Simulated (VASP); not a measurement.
Set up this calculation in VASP 6.6.1, as the native input.

| Item | Value |
| --- | --- |
| Task | single point |
| Functional | PBE |
| Potentials or basis | VASP PAW PBE potentials, release 64 (Mo_sv) |
| Cutoff | 520 eV |
| k mesh | 22 × 22 × 22 |
| Occupations | gaussian, width 0.15 eV |
| Spin | no spin polarisation |
| Dipole correction | no |
| Further INCAR settings | ALGO = Normal; EDIFF = 1e-06; NBANDS = 13 |

The structure of Mo lies in POSCAR:

```
Mo
1.0
   -1.6338400000      1.6338400000      1.6338400000
    1.6338400000     -1.6338400000      1.6338400000
    1.6338400000      1.6338400000     -1.6338400000
Mo
1
Direct
    0.0000000000      0.0000000000      0.0000000000
```

This cell differs from its parent crystal: strain +0.040 along x and y, +0.040 along z.

The input as run:

INCAR

```
PREC = Accurate
ENCUT = 520
EDIFF = 1E-6
ISMEAR = 0
SIGMA = 0.15
LREAL = False
LASPH = True
NELM = 80
ALGO = Normal
ISIF = 2
LWAVE = False
LCHARG = False
GGA = PE
NBANDS = 13
```

KPOINTS

```
Automatic mesh
0
Gamma
  22 22 22
```

Potentials or basis: VASP PAW PBE potentials, release 64 (Mo_sv).

Launch:

```sh
$ cat potpaw_PBE.64/Mo_sv/POTCAR > POTCAR
$ mpirun -np 1 vasp_std > vasp.out
```

Results of the run:

```
Pressure               : -20.5 GPa
Band gap on the k mesh : zero (band 7 reaches 14.29 eV, above the bottom of band 8 at 9.73 eV)
```

Caveat: the cell differs from its parent crystal (strain +0.040 along x and y, +0.040 along z).

Wall time 2.1 min on 1 thread of AMD EPYC 7R13 (shared host), peak memory 0.16 GiB.
